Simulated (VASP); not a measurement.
GaAs2, 3 atoms in the cell. It takes space group Fm-3m (No. 225, cubic). Conventional cell: a = 6.364 Å, b = 6.364 Å, c = 6.364 Å, α = 90.00°, β = 90.00°, γ = 90.00°. Ga (site symmetry m-3m) has 8 As at 2.76 Å within 3.6 Å. Within 3.6 Å of As (site symmetry -43m) lie 4 Ga at 2.76 Å and 6 As at 3.18 Å. 

| Property | Result |
| --- | --- |
| Program | VASP 6.6.1 |
| Task | single point |
| Functional | PBE |
| Potentials or basis | VASP PAW PBE potentials, release 64 (Ga_d, As) |
| Cutoff | 520 eV |
| k mesh | 12 × 12 × 12 |
| Occupations | gaussian, width 0.1 eV |
| Spin | no spin polarisation |
| Dipole correction | no |
| Further INCAR settings | ALGO = Normal; EDIFF = 1e-06; NBANDS = 18 |

Potentials or basis: VASP PAW PBE potentials, release 64 (Ga_d, As).

Command:

```bash
$ cat potpaw_PBE.64/Ga_d/POTCAR potpaw_PBE.64/As/POTCAR > POTCAR
$ mpirun -np 1 vasp_std > vasp.out
```

Hardware: 1 thread of Intel(R) Xeon(R) 6975P-C (Granite Rapids), with other jobs on the host.

Question: How long does it take, and how much memory?

Answer: Wall time 28 s on 1 thread of Intel(R) Xeon(R) 6975P-C (Granite Rapids), on a shared host, peak memory 0.25 GiB. Counts: scf iterations 12, k points 72.
